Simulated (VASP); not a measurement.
# GaN (F-43m) in VASP: further runs, part 2 of 2

VASP 6.6.1. The steps go on from the part before.

## Step 5: Single point, LDA

This run uses another cell than the first one, of 11.44 Å³/atom, 1.005 times its volume.

The input, INCAR:

```
SYSTEM = GaN
PREC = Accurate
ENCUT = 520
EDIFF = 1E-6
ISMEAR = -1
SIGMA = 0.05
LREAL = .False.
LASPH = .True.
NELM = 100
ALGO = Normal
ISIF = 2
LWAVE = .False.
LCHARG = .False.
NBANDS = 16
```

The input, KPOINTS:

```
regular mesh
0
Gamma
  10 10 10
  0 0 0
```

The input, POSCAR:

```
GaN
1.0
    0.0000000000      2.2535006075      2.2535006075
    2.2535006075      0.0000000000      2.2535006075
    2.2535006075      2.2535006075      0.0000000000
Ga N
1 1
Direct
    0.0000000000      0.0000000000      0.0000000000
    0.2500000000      0.2500000000      0.2500000000
```

Potentials or basis: VASP PAW LDA potentials, release 64 (Ga_d, N).

Command:

```bash
cat potpaw_LDA.64/Ga_d/POTCAR potpaw_LDA.64/N/POTCAR > POTCAR
mpirun -np 1 vasp_std > vasp.out
```

OUTCAR:

```text
SYSTEM = GaN
   PREC = Accurate
   ENCUT = 520
   EDIFF = 1E-6
   ISMEAR = -1
   LREAL = .False.
   LASPH = .True.
   NELM = 100
   ISIF = 2

 ion  position               nearest neighbor table
   1  0.000  0.000  0.000-   2 1.95   2 1.95   2 1.95   2 1.95
   2  0.250  0.250  0.250-   1 1.95   1 1.95   1 1.95   1 1.95

  LATTYP: Found a face centered cubic cell.
 ALAT       =     4.5070012150

  Lattice vectors:

 A1 = (   0.0000000000,   2.2535006075,   2.2535006075)
 A2 = (   2.2535006075,   0.0000000000,   2.2535006075)
 A3 = (   2.2535006075,   2.2535006075,   0.0000000000)

Analysis of symmetry for initial positions (statically):
=====================================================================
 Subroutine PRICEL returns:
 Original cell was already a primitive cell.

 Routine SETGRP: Setting up the symmetry group for a
 face centered cubic supercell.

 Subroutine GETGRP returns: Found 24 space group operations
 (whereof 24 operations were pure point group operations)
 out of a pool of 48 trial point group operations.

The static configuration has the point symmetry T_d .

Analysis of symmetry for dynamics (positions and initial velocities):
=====================================================================
 Subroutine PRICEL returns:
 Original cell was already a primitive cell.

 Routine SETGRP: Setting up the symmetry group for a
 face centered cubic supercell.

 Subroutine GETGRP returns: Found 24 space group operations
 (whereof 24 operations were pure point group operations)
 out of a pool of 48 trial point group operations.

The dynamic configuration has the point symmetry T_d .

 Subroutine INISYM returns: Found 24 space group operations
 (whereof 24 operations are pure point group operations),
 and found     1 'primitive' translations

----------------------------------------------------------------------------------------

                                     Primitive cell

  volume of cell :      22.8877

[... 102 lines left out ...]
   EFERMI =   0.00;   METHOD = LEGACY
   ISMEAR =    -1;   SIGMA  =   0.05  broadening in eV -4-tet -1-fermi 0-gaus
   EFERMI_NEDOS =   21; number of points for ismear=-14 and -15
   IALGO  =     38    algorithm
   IMIX   =      4    mixing-type and parameters
     AMIX     =   0.40;   BMIX     =  1.00
     AMIX_MAG =   1.60;   BMIX_MAG =  1.00
  volume/ion in A,a.u.               =      11.44        77.23
  Fermi-wavevector in a.u.,A,eV,Ry     =   1.511117  2.855596 31.068543  2.283473
  Thomas-Fermi vector in A             =   2.621216
   LORBIT       =      0    0 simple, 1 ext, 2 COOP (PROOUT), +10 PAW based schemes
   GGA     = CA    functional components
   LHFCALC =     F    Hartree Fock is set to
   AEXX    =    0.0000 exact exchange contribution
   IVDW    =     0    specifies the selected vdW correction
   LEPSILON=     F    determine dielectric tensor
   LRPA    =     F    only Hartree local field effects (RPA)
 non-spin polarized calculation
  energy-cutoff  :      520.00
  volume of cell :       22.89
 maximum number of plane-waves:       636
   NGX = 11   NGY = 11   NGZ = 11

 number of electron      18.0000002 magnetization

 Free energy of the ion-electron system (eV)
  ---------------------------------------------------
  ext. energy  EPLUGINS =         0.00000000
  ---------------------------------------------------
  free energy    TOTEN  =       -13.93307137 eV

  energy without entropy =      -13.93307137  energy(sigma->0) =      -13.93307137

 E-fermi :   5.9458     XC(G=0): -12.1183

 val. band max:        5.0305981929   @ k =   0.0000   0.0000   0.0000
 cond. band min:       6.7783929922   @ k =   0.0000   0.0000   0.0000
 fundamental gap:      1.7477947992
 Fermi energy:         5.9457659311

 k-point     1 :       0.0000    0.0000    0.0000
  band No.  band energies     occupation
      1     -10.7721      2.00000
      2      -8.5223      2.00000
      3      -8.5223      2.00000
      4      -8.5223      2.00000
      5      -8.2043      2.00000
      6      -8.2043      2.00000
[... 433 lines left out ...]
      3      -8.2989      2.00000
      4      -8.2981      2.00000
      5      -8.1435      2.00000
      6      -7.1613      2.00000
[... 8 lines left out ...]
     15      27.1967      0.00000
     16      27.3536      0.00000

 [... further k-points ...]
[... 5 lines left out ...]
  --------------------------------------------------------------------------------------
  -------------------------------------------------------------------------------------
  Total       -0.7848955     -0.7848955     -0.7848955      0.0000000      0.0000000      0.0000000
  in kB      -54.9438848    -54.9438848    -54.9438848      0.0000000      0.0000000      0.0000000
  external PRESSURE =     -54.9438848 kB  Pullay stress =       0.0000000 kB

 VOLUME and BASIS-vectors are now :
 -----------------------------------------------------------------------------
  energy-cutoff  :      520.00
  volume of cell :       22.89
      direct lattice vectors                 reciprocal lattice vectors
     0.000000000  2.253500607  2.253500607    -0.221877020  0.221877020  0.221877020
     2.253500607  0.000000000  2.253500607     0.221877020 -0.221877020  0.221877020
     2.253500607  2.253500607  0.000000000     0.221877020  0.221877020 -0.221877020

 POSITION                                       TOTAL-FORCE (eV/Angst)
 -----------------------------------------------------------------------------------
      0.00000      0.00000      0.00000         0.000000      0.000000      0.000000
      1.12675      1.12675      1.12675        -0.000000     -0.000000     -0.000000
 -----------------------------------------------------------------------------------
    total drift:                                0.000002      0.000002      0.000002

  FREE ENERGIE OF THE ION-ELECTRON SYSTEM (eV)
  ---------------------------------------------------
  free  energy   TOTEN  =       -13.9330713710 eV

  energy  without entropy=      -13.9330713708  energy(sigma->0) =      -13.93307137
```

OSZICAR:

```text
N       E                     dE             d eps       ncg     rms          rms(c)
DAV:   1     0.755936858819E+02    0.75594E+02   -0.93394E+03  1696   0.200E+03
DAV:   2    -0.107002586382E+02   -0.86294E+02   -0.80374E+02  1696   0.319E+02
DAV:   3    -0.158950269454E+02   -0.51948E+01   -0.51731E+01  1800   0.667E+01
DAV:   4    -0.159435718003E+02   -0.48545E-01   -0.48541E-01  1816   0.680E+00
DAV:   5    -0.159442328487E+02   -0.66105E-03   -0.66105E-03  1904   0.746E-01    0.748E+00
DAV:   6    -0.139923820723E+02    0.19519E+01   -0.49633E+00  2264   0.401E+01    0.269E+00
DAV:   7    -0.139609645518E+02    0.31418E-01   -0.24217E-01  1656   0.612E+00    0.168E+00
DAV:   8    -0.139364556050E+02    0.24509E-01   -0.74339E-02  1784   0.269E+00    0.737E-01
DAV:   9    -0.139329965001E+02    0.34591E-02   -0.10337E-02  1880   0.203E+00    0.236E-01
DAV:  10    -0.139331665531E+02   -0.17005E-03   -0.12989E-03  1936   0.440E-01    0.120E-01
DAV:  11    -0.139330696082E+02    0.96945E-04   -0.26413E-04  2312   0.290E-01    0.258E-02
DAV:  12    -0.139330715603E+02   -0.19520E-05   -0.17062E-05  1648   0.383E-02    0.538E-03
DAV:  13    -0.139330713710E+02    0.18924E-06   -0.52062E-07  1144   0.134E-02
   1 F= -.13933071E+02 E0= -.13933071E+02  d E =-.237140E-09
```

stdout:

```text
POSCAR found type information on POSCAR GaN
 POSCAR found :  2 types and       2 ions
 scaLAPACK will be used
 LDA part: xc-table for (Slater(with rela. corr.)+CA(PZ))
 , standard interpolation
 POSCAR, INCAR and KPOINTS ok, starting setup
 FFT: planning ... GRIDC
 FFT: planning ... GRID_SOFT
 FFT: planning ... GRID
 WAVECAR not read
 entering main loop
```

Run time: 22 s. Hardware: 1 thread of Intel Xeon 6975P-C, shared host; peak memory 0.14 GiB.

What came out:

```
Free energy            : -13.9331 eV
Pressure               : -5.5 GPa
Band gap on the k mesh : 1.75 eV, direct
```

Expect the measured gap to be larger: semilocal functionals such as LDA lack the derivative discontinuity.

## Step 6: Single point, PBEsol+D3(BJ)

This run uses another cell than the first one, of 11.67 Å³/atom, 1.025 times its volume.

The input, INCAR:

```
SYSTEM = GaN
PREC = Accurate ; ENCUT = 520
EDIFF = 1E-6 ; ISMEAR = -1
SIGMA = 0.05 ; LREAL = .FALSE.
LASPH = .TRUE. ; NELM = 80
ALGO = Normal ; ISIF = 2
LWAVE = .FALSE. ; LCHARG = .TRUE.
GGA = PS ; IVDW = 12
LELF = .TRUE. ; LVHAR = .TRUE.
NBANDS = 16
```

The input, KPOINTS:

```
Automatic mesh
0
G
  10 10 10
  0 0 0
```

The input, POSCAR:

```
GaN
1.0
    0.0000000000      2.2684248875      2.2684248875
    2.2684248875      0.0000000000      2.2684248875
    2.2684248875      2.2684248875      0.0000000000
Ga N
1 1
Direct
    0.0000000000      0.0000000000      0.0000000000
    0.2500000000      0.2500000000      0.2500000000
```

Potentials or basis: VASP PAW PBE potentials, release 64 (Ga_d, N).

Command:

```bash
cat potpaw_PBE.64/Ga_d/POTCAR potpaw_PBE.64/N/POTCAR > POTCAR
mpirun -np 1 vasp_std > vasp.out
```

Wall time 27 s (1 thread of Intel Xeon 6975P-C, shared host); peak memory 0.16 GiB.

The run converged. Its results:

| Quantity | Value |
| --- | --- |
| Free energy | -13.5454 eV |
| Pressure | -7.8 GPa |
| Band gap on the k mesh | 1.56 eV, direct |
| Dispersion energy per atom | -0.216 eV |

Levels at points of the mesh, in eV from the valence-band top:
```
           k point  band 7  band 8  band 9  band 10  band 11  band 12
(0.00, 0.00, 0.00)    0.00    0.00    0.00     1.56    10.08    10.08
(0.50, 0.00, 0.00)   -6.98   -0.95   -0.95     4.43     8.53    10.16
(0.50, 0.50, 0.00)   -6.10   -2.66   -2.66     3.22     6.45    11.43
```

Caveat: the PAW data sets were made with another functional, which shifts forces and pressure a little.

## Step 7: Summary

```csv
level,potentials or basis,cell,gap on the mesh (eV),pressure (GPa)
BLYP+D4,"VASP PAW PBE potentials, release 64 (Ga_d, N)","a = 3.182 Å, angles 60.0°, 2 atoms",1.84,1.5
SVWN5,"VASP PAW PBE potentials, release 64 (Ga_d, N)","a = 3.187 Å, angles 60.0°, 2 atoms",1.73,-6.4
LDA,"VASP PAW LDA potentials, release 64 (Ga_d, N)","a = 3.166 Å, angles 60.0°, 2 atoms",1.88,-1.8
LDA,"VASP PAW LDA potentials, release 64 (Ga_d, N)","a = 3.187 Å, angles 60.0°, 2 atoms",1.75,-5.5
PBEsol+D3(BJ),"VASP PAW PBE potentials, release 64 (Ga_d, N)","a = 3.208 Å, angles 60.0°, 2 atoms",1.56,-7.8
```

Alike in all rows: task single point; no spin polarisation; k mesh 10 × 10 × 10; cutoff (eV) 520; smearing fermi-dirac 0.05 eV.

Caveats: the PAW data sets were made with another functional, which shifts forces and pressure a little (some runs).

Absolute energies hang on the potentials; compare differences alone.
